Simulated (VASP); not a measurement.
Here is a VASP 6.6.1 calculation.

Contents of POSCAR:

```
ZrTe4C2
1.0
    0.0925256400      6.0258983400     -0.0768282700
    6.0129153100      0.0925256400     -0.0933909100
    3.1475708800      3.1372414000     -6.1622120800
Te Zr C
4 1 2
Direct
    0.4032680000      0.3814540000      0.7350580000
    0.6054180000      0.1132710000      0.2593500000
    0.8827020000      0.8780040000      0.7733870000
    0.1388710000      0.6421740000      0.2301280000
    0.9739630000      0.9791720000      0.0317640000
    0.7710000000      0.2549090000      0.4852010000
    0.5128810000      0.5352410000      0.9828490000
```

Contents of INCAR.step1:

```
SYSTEM = ZrTe4C2
ALGO     = Normal         ! electronic algorithm
EDIFF    = 1E-4           ! SCF threshold, eV
ENCUT    = 520            ! plane-wave cutoff, eV
GGA      = PE             ! functional
ISMEAR   = -1             ! smearing method
LASPH    = .TRUE.         ! aspherical terms in the spheres
LCHARG   = .FALSE.        ! write CHGCAR
LREAL    = .FALSE.        ! projectors in reciprocal space
LWAVE    = .TRUE.         ! write WAVECAR
NBANDS   = 31             ! bands
NELM     = 100            ! most SCF steps
PREC     = Accurate       ! precision mode
SIGMA    = 0.1            ! smearing width, eV
```

INCAR.step2

```
SYSTEM = ZrTe4C2
ALGO     = Normal         ! electronic algorithm
EDIFF    = 1E-6           ! SCF threshold, eV
ENCUT    = 520            ! plane-wave cutoff, eV
ISIF     = 2              ! what is computed and relaxed
ISMEAR   = -1             ! smearing method
ISTART   = 1            
LASPH    = .TRUE.         ! aspherical terms in the spheres
LCHARG   = .FALSE.        ! write CHGCAR
LMIXTAU  = .TRUE.       
LREAL    = .FALSE.        ! projectors in reciprocal space
LWAVE    = .FALSE.        ! write WAVECAR
METAGGA  = R2SCAN         ! meta-GGA
NBANDS   = 31             ! bands
NELM     = 100            ! most SCF steps
PREC     = Accurate       ! precision mode
SIGMA    = 0.1            ! smearing width, eV
```

The input KPOINTS:

```
Automatic mesh
0
Gamma
  4 4 3
  0.5 0 0.5
```

Potentials or basis: VASP PAW PBE potentials, release 64 (Te, Zr_sv, C).

Command:

```console
$ cat potpaw_PBE.64/Te/POTCAR potpaw_PBE.64/Zr_sv/POTCAR potpaw_PBE.64/C/POTCAR > POTCAR
$ cp INCAR.step1 INCAR
$ mpirun -np 1 vasp_std > vasp.out
$ cp INCAR.step2 INCAR
$ mpirun -np 1 vasp_std > vasp.out
```

(1) Estimate the band gap on the k mesh.

(2) Predict the pressure.

(3) Estimate the largest force.

## Answers

(1) 0.39 eV (least direct gap 0.47 eV).

(2) 0.9 GPa.

(3) 5.811 eV/Å.

Caveat: the PAW data sets were made with another functional, which shifts forces and pressure a little; spin-orbit coupling is left out, which moves the levels of the heavy elements; a shifted mesh leaves out Γ, where band edges can lie.
